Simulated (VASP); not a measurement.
**NbCd3: single point with PBE**

NbCd3:

```
CELL_PARAMETERS angstrom
4.21500 0.00000 0.00000
0.00000 4.21500 0.00000
0.00000 0.00000 4.21500
ATOMIC_POSITIONS crystal
Nb 0.00000 0.00000 0.00000
Cd 0.00000 0.50000 0.50000
Cd 0.50000 0.00000 0.50000
Cd 0.50000 0.50000 0.00000
```

```json
{
 "Program": "VASP 6.6.1",
 "Task": "single point",
 "Functional": "PBE",
 "Potentials or basis": "VASP PAW PBE potentials, release 64 (Nb_sv, Cd)",
 "Cutoff": "520 eV",
 "k mesh": "10 × 10 × 10",
 "Occupations": "gaussian, width 0.1 eV",
 "Spin": "no spin polarisation",
 "Dipole correction": "no",
 "Further INCAR settings": "ALGO = Normal; EDIFF = 1e-06; NBANDS = 32"
}
```

* Pressure: 7.7 GPa

Levels at points of the mesh, in eV from the Fermi level:
| k point | band 21 | band 22 | band 23 | band 24 | band 25 | band 26 | band 27 | band 28 |
| --- | --- | --- | --- | --- | --- | --- | --- | --- |
| (0.00, 0.00, 0.00) | -0.90 | -0.90 | 0.24 | 0.24 | 0.24 | 1.30 | 1.30 | 1.30 |
| (0.50, 0.00, 0.00) | -5.90 | -0.88 | -0.88 | -0.78 | 1.09 | 1.22 | 3.34 | 4.30 |
| (0.50, 0.50, 0.00) | -3.15 | -3.15 | -3.15 | -0.30 | -0.30 | 1.19 | 1.88 | 2.22 |
| (0.50, 0.50, 0.50) | -2.38 | -2.38 | -2.35 | -1.18 | -1.18 | -1.18 | 1.58 | 1.58 |

It took 48 s on 1 thread of Intel(R) Xeon(R) Platinum 8488C (Sapphire Rapids), on a shared host, peak memory 0.24 GiB.
